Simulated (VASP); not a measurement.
# PtS2 in VASP: further runs

Runs on PtS2. Level: PBEsol. Tasks: single point.

Everything below comes from runs of VASP 6.6.1. Logs are shortened: lines on timing, memory, paths and dates and some standing lists are left out, and cuts for length are marked.

**1. The cell of the first run**

The cell holds a slab with vacuum, 6 atoms: a = 3.571 Å, b = 3.571 Å, c = 22.161 Å, α = 90.00°, β = 90.00°, γ = 120.00°.

**2. Single point, PBEsol**

INCAR reads:

```
  PREC = Accurate
  ENCUT = 520
  EDIFF = 1E-6
  ISMEAR = 0
  SIGMA = 0.05
  LREAL = F
  LASPH = T
  NELM = 100
  ALGO = Normal
  ISIF = 2
  LWAVE = F
  LCHARG = F
  LDIPOL = T
  IDIPOL = 3
  DIPOL = 0.5 0.5 0.500
  GGA = PS
  NBANDS = 31
```

KPOINTS reads:

```
regular mesh
0
Gamma
  12 12 1
```

POSCAR reads:

```
PtS2
1.0
    3.5713268725      0.0000000000      0.0000000000
   -1.7856634363      3.0928597968      0.0000000000
    0.0000000000      0.0000000000     22.1614372366
S Pt
4 2
Direct
    0.6666666667      0.3333333333      0.3384257041
    0.3333333333      0.6666666667      0.4464133497
    0.6666666667      0.3333333333      0.5535866503
    0.3333333333      0.6666666667      0.6615742959
    0.0000000000      0.0000000000      0.3924195269
    0.0000000000      0.0000000000      0.6075804731
```

Potentials or basis: VASP PAW PBE potentials, release 64 (S, Pt).

The run is started by

```bash
$ cat potpaw_PBE.64/S/POTCAR potpaw_PBE.64/Pt/POTCAR > POTCAR
$ mpirun -np 1 vasp_std > vasp.out
```

OUTCAR:

```text
PREC = Accurate
   ENCUT = 520
   EDIFF = 1E-6
   ISMEAR = 0
   LREAL = F
   LASPH = T
   NELM = 100
   ISIF = 2
   GGA = PS

 ion  position               nearest neighbor table
   1  0.667  0.333  0.338-   5 2.38   5 2.38   5 2.38
   2  0.333  0.667  0.446-   5 2.38   5 2.38   5 2.38
   3  0.667  0.333  0.554-   6 2.38   6 2.38   6 2.38
   4  0.333  0.667  0.662-   6 2.38   6 2.38   6 2.38
   5  0.000  0.000  0.392-   1 2.38   2 2.38   1 2.38   2 2.38   1 2.38   2 2.38
   6  0.000  0.000  0.608-   3 2.38   4 2.38   3 2.38   4 2.38   3 2.38   4 2.38

  LATTYP: Found a hexagonal cell.
 ALAT       =     3.5713268725
 C/A-ratio  =     6.2053791288

  Lattice vectors:

 A1 = (   3.5713268725,   0.0000000000,   0.0000000000)
 A2 = (  -1.7856634363,   3.0928597968,   0.0000000000)
 A3 = (   0.0000000000,   0.0000000000,  22.1614372366)

Analysis of symmetry for initial positions (statically):
=====================================================================
 Subroutine PRICEL returns:
 Original cell was already a primitive cell.

 Routine SETGRP: Setting up the symmetry group for a
 hexagonal supercell.

 Subroutine GETGRP returns: Found 12 space group operations
 (whereof 12 operations were pure point group operations)
 out of a pool of 24 trial point group operations.

The static configuration has the point symmetry D_3d.

Analysis of symmetry for dynamics (positions and initial velocities):
=====================================================================
 Subroutine PRICEL returns:
 Original cell was already a primitive cell.

 Routine SETGRP: Setting up the symmetry group for a
 hexagonal supercell.

 Subroutine GETGRP returns: Found 12 space group operations
 (whereof 12 operations were pure point group operations)
 out of a pool of 24 trial point group operations.

The dynamic configuration has the point symmetry D_3d.

 Subroutine INISYM returns: Found 12 space group operations
 (whereof 12 operations are pure point group operations),
 and found     1 'primitive' translations

----------------------------------------------------------------------------------------

                                     Primitive cell

  volume of cell :     244.7867

  direct lattice vectors                    reciprocal lattice vectors
     3.571326872  0.000000000  0.000000000     0.280007973  0.161662679  0.000000000
[... 96 lines left out ...]
   POTIM  = 0.5000    time-step for ionic-motion
   TEBEG  =    0.0;   TEEND  =   0.0 temperature during run
   PSTRESS=    0.0 pullay stress
   NELECT =      44.0000    total number of electrons
   NUPDOWN=      -1.0000    fix difference up-down
   EMIN   =  10.00;   EMAX   =-10.00  energy-range for DOS
   EFERMI =   0.00;   METHOD = LEGACY
   ISMEAR =     0;   SIGMA  =   0.05  broadening in eV -4-tet -1-fermi 0-gaus
   EFERMI_NEDOS =   21; number of points for ismear=-14 and -15
   IALGO  =     38    algorithm
   IMIX   =      4    mixing-type and parameters
     AMIX     =   0.40;   BMIX     =  1.00
     AMIX_MAG =   1.60;   BMIX_MAG =  1.00
  volume/ion in A,a.u.               =      40.80       275.32
  Fermi-wavevector in a.u.,A,eV,Ry     =   0.923910  1.745937 11.614072  0.853610
  Thomas-Fermi vector in A             =   2.049599
   LORBIT       =      0    0 simple, 1 ext, 2 COOP (PROOUT), +10 PAW based schemes
   GGA     = PS    functional components
   LHFCALC =     F    Hartree Fock is set to
   AEXX    =    0.0000 exact exchange contribution
   IVDW    =     0    specifies the selected vdW correction
   LEPSILON=     F    determine dielectric tensor
   LRPA    =     F    only Hartree local field effects (RPA)
 non-spin polarized calculation
 Gauss-broadening in eV      SIGMA  =   0.05
  energy-cutoff  :      520.00
  volume of cell :      244.79
 maximum number of plane-waves:      6659
 NGX is ok and might be reduce to    28
   NGX = 13   NGY = 13   NGZ = 83

 number of electron      44.0000000 magnetization

 dipolmoment           0.000000      0.000000     -0.000000 electrons x Angstroem

 Free energy of the ion-electron system (eV)
  ---------------------------------------------------
  ext. energy  EPLUGINS =         0.00000000
  ---------------------------------------------------
  free energy    TOTEN  =       -33.92883446 eV

  energy without entropy =      -33.92883446  energy(sigma->0) =      -33.92883446

 E-fermi :   0.1610     XC(G=0):  -5.3296

 val. band max:       -0.0938953607   @ k =   0.0833   0.0833   0.0000
 cond. band min:       0.7011175296   @ k =   0.2500   0.0000   0.0000
 fundamental gap:      0.7950128903
 Fermi energy:         0.1610302147

 k-point     1 :       0.0000    0.0000    0.0000
  band No.  band energies     occupation
      1     -15.3305      2.00000
      2     -14.9919      2.00000
      3     -13.0374      2.00000
      4     -12.4138      2.00000
      5      -6.7243      2.00000
      6      -6.7243      2.00000
[... 635 lines left out ...]
     30       8.0861      0.00000
     31       8.0861      0.00000

------------------------ aborting loop because EDIFF is reached ----------------------------------------

 vacuum level on the upper side and lower side of the slab       (xc-potential included)        -0.206        -0.206

  FORCE on cell =-STRESS in cart. coord.  units (eV):
  Direction    XX          YY          ZZ          XY          YZ          ZX
  --------------------------------------------------------------------------------------
  -------------------------------------------------------------------------------------
  Total       -1.0175500     -1.0175500     -0.1336670      0.0000000      0.0000000      0.0000000
  in kB       -6.6600665     -6.6600665     -0.8748770      0.0000000      0.0000000      0.0000000
  external PRESSURE =      -4.7316700 kB  Pullay stress =       0.0000000 kB

 VOLUME and BASIS-vectors are now :
 -----------------------------------------------------------------------------
  energy-cutoff  :      520.00
  volume of cell :      244.79
      direct lattice vectors                 reciprocal lattice vectors
     3.571326872  0.000000000  0.000000000     0.280007973  0.161662679  0.000000000
    -1.785663436  3.092859797  0.000000000     0.000000000  0.323325358  0.000000000
     0.000000000  0.000000000 22.161437237     0.000000000  0.000000000  0.045123427

 POSITION                                       TOTAL-FORCE (eV/Angst)
 -----------------------------------------------------------------------------------
      1.78566      1.03095      7.50000         0.000000      0.000000     -0.072924
     -0.00000      2.06191      9.89316        -0.000000     -0.000000     -0.130811
      1.78566      1.03095     12.26828         0.000000      0.000000      0.130811
     -0.00000      2.06191     14.66144        -0.000000     -0.000000      0.072924
      0.00000      0.00000      8.69658        -0.000000      0.000000      0.193771
      0.00000      0.00000     13.46486         0.000000     -0.000000     -0.193771
 -----------------------------------------------------------------------------------
    total drift:                                0.000000      0.000000     -0.000000

  FREE ENERGIE OF THE ION-ELECTRON SYSTEM (eV)
  ---------------------------------------------------
  free  energy   TOTEN  =       -33.9288344606 eV

  energy  without entropy=      -33.9288344606  energy(sigma->0) =      -33.92883446

 vacuum level on the upper side and lower side of the slab         5.282         5.282
```

OSZICAR:

```text
N       E                     dE             d eps       ncg     rms          rms(c)
DAV:   1     0.308975784786E+03    0.30898E+03   -0.17977E+04  1178   0.117E+03
DAV:   2    -0.651512433212E+01   -0.31549E+03   -0.29980E+03  1581   0.227E+02
DAV:   3    -0.358042052871E+02   -0.29289E+02   -0.28608E+02  1434   0.736E+01
[... 13 lines left out ...]
DAV:  17    -0.339288384740E+02    0.55913E-04   -0.10535E-04  1367   0.399E-02    0.933E-02
DAV:  18    -0.339288369384E+02    0.15356E-05   -0.45534E-06  1447   0.102E-02    0.745E-02
DAV:  19    -0.339288352003E+02    0.17381E-05   -0.12438E-06   961   0.490E-03    0.578E-02
DAV:  20    -0.339288341051E+02    0.10951E-05   -0.53657E-06  1360   0.919E-03    0.200E-02
DAV:  21    -0.339288344606E+02   -0.35550E-06   -0.78371E-07   932   0.383E-03
   1 F= -.33928834E+02 E0= -.33928834E+02  d E =-.603741E-14
```

Wall time 6.3 min (1 thread of Intel Xeon 8259CL, shared host); peak memory 0.42 GiB.

What came out:

- Free energy: -33.9288 eV
- Largest force: 0.194 eV/Å
- Band gap on the k mesh: 0.80 eV (least direct gap 1.32 eV)

Forces on the atoms (eV/Å):
```
S    0.000  0.000 -0.073
S    0.000  0.000 -0.131
S    0.000  0.000  0.131
S    0.000  0.000  0.073
Pt   0.000  0.000  0.194
Pt   0.000  0.000 -0.194
```

Caveat: the PAW data sets were made with another functional, which shifts forces and pressure a little; spin-orbit coupling is left out, which moves the levels of the heavy elements.

**3. Single point, PBEsol**

INCAR reads:

```
ALGO = Normal
DIPOL = 0.5 0.5 0.500
EDIFF = 1E-6
ENCUT = 520
GGA = PS
IDIPOL = 3
ISIF = 2
ISMEAR = 0
LASPH = T
LCHARG = F
LDIPOL = T
LREAL = F
LWAVE = F
NBANDS = 31
NELM = 60
PREC = Accurate
SIGMA = 0.05
```

KPOINTS reads:

```
k-points
0
Gamma
  12 12 1
```

POSCAR reads:

```
PtS2
1.0
    3.5713268725      0.0000000000      0.0000000000
   -1.7856634363      3.0928597968      0.0000000000
    0.0000000000      0.0000000000     22.1614372366
S Pt
4 2
Direct
    0.6666666667      0.3333333333      0.3383823097
    0.3333333333      0.6666666667      0.4463191460
    0.6666666667      0.3333333333      0.5536808723
    0.3333333333      0.6666666667      0.6616178046
    0.0000000000      0.0000000000      0.3928307721
    0.0000000000      0.0000000000      0.6071690953
```

Potentials or basis: VASP PAW PBE potentials, release 64 (S, Pt).

The run is started by

```bash
$ cat potpaw_PBE.64/S/POTCAR potpaw_PBE.64/Pt/POTCAR > POTCAR
$ mpirun -np 1 vasp_std > vasp.out
```

Run time: 5 min. Hardware: 1 thread of Intel Xeon 8259CL, shared host; peak memory 0.42 GiB.

It converged, with:

* Free energy: -33.9309 eV
* Largest force: 0.020 eV/Å
* Band gap on the k mesh: 0.78 eV (least direct gap 1.31 eV)

Forces in eV/Å, atoms in the order of the input:
```
S    0.000  0.000  0.020
S    0.000  0.000 -0.020
S    0.000  0.000  0.020
S    0.000  0.000 -0.020
Pt   0.000  0.000 -0.007
Pt   0.000  0.000  0.007
```

Levels at points of the mesh, in eV from the valence-band top:
```csv
k point,band 18,band 19,band 20,band 21,band 22,band 23,band 24,band 25,band 26,band 27
"(0.00, 0.00, 0.00)",-1.34,-1.34,-1.12,-1.12,-0.27,2.16,2.16,2.61,2.61,4.47
"(0.50, 0.00, 0.00)",-2.92,-2.89,-2.57,-2.45,-1.59,1.70,1.85,2.15,2.49,4.86
```

Caveat: the PAW data sets were made with another functional, which shifts forces and pressure a little; spin-orbit coupling is left out, which moves the levels of the heavy elements.

**4. Single point, PBEsol, non-collinear spin, zero start, spin-orbit coupling**

INCAR reads:

```
SYSTEM = PtS2
PREC = Accurate
ENCUT = 520
EDIFF = 1E-6
ISMEAR = 0
SIGMA = 0.05
LREAL = .False.
LASPH = .True.
NELM = 150
ALGO = Normal
ISIF = 2
LWAVE = .False.
LCHARG = .True.
LNONCOLLINEAR = .True.
MAGMOM = 0 0 0 0 0 0 0 0 0 0 0 0 0 0 0 0 0 0
LORBIT = 11
LSORBIT = .True.
GGA_COMPAT = .False.
LORBMOM = .True.
LMAXMIX = 4
LDIPOL = .True.
IDIPOL = 3
DIPOL = 0.5 0.5 0.500
GGA = PS
LVHAR = .True.
LVACPOTAV = .True.
NBANDS = 60
```

KPOINTS reads:

```
Automatic mesh
0
Gamma
  12 12 1
  0 0 0
```

POSCAR is that of step 3.

The run is started by

```bash
$ cat potpaw_PBE.64/S/POTCAR potpaw_PBE.64/Pt/POTCAR > POTCAR
$ mpirun -np 1 vasp_ncl > vasp.out
```

Run time: 16 min. Hardware: 1 thread of Oxide Virtual Turin-like, shared host; peak memory 0.99 GiB.

The run converged. Its results:

| Item | Value |
| --- | --- |
| Free energy | -34.6987 eV |
| Largest force | 0.023 eV/Å |
| Net moment | 0.00 μB per cell |
| Valence electrons inside the program's atomic spheres | S 3.62, 3.61 (each value once); Pt 9.47 |

Forces on the atoms (eV/Å):
```
S    0.000  0.000 -0.011
S    0.000  0.000  0.019
S    0.000  0.000 -0.019
S    0.000  0.000  0.011
Pt   0.000  0.000 -0.023
Pt   0.000  0.000  0.023
```

Moments on the atoms (μB; x, y, z):
```
S   0.00 0.00 0.00
S   0.00 0.00 0.00
S   0.00 0.00 0.00
S   0.00 0.00 0.00
Pt  0.00 0.00 0.00
Pt  0.00 0.00 0.00
```

Caveat: the PAW data sets were made with another functional, which shifts forces and pressure a little.

**5. The runs side by side**

```csv
spin,cell,gap on the mesh (eV),largest force (eV/Å)
off,"as given, atomic positions A",0.80,0.19
off,"as given, atomic positions B",0.78,0.02
"non-collinear, zero start, SOC","as given, atomic positions B",-,0.02
```

Alike in all rows: task single point; level PBEsol; potentials or basis VASP PAW PBE potentials, release 64 (S, Pt); k mesh 12 × 12 × 1; cutoff (eV) 520; smearing gaussian 0.05 eV.

Caveats: the PAW data sets were made with another functional, which shifts forces and pressure a little; spin-orbit coupling is left out, which moves the levels of the heavy elements (at least some runs).

Absolute energies hang on the potentials; compare differences alone.
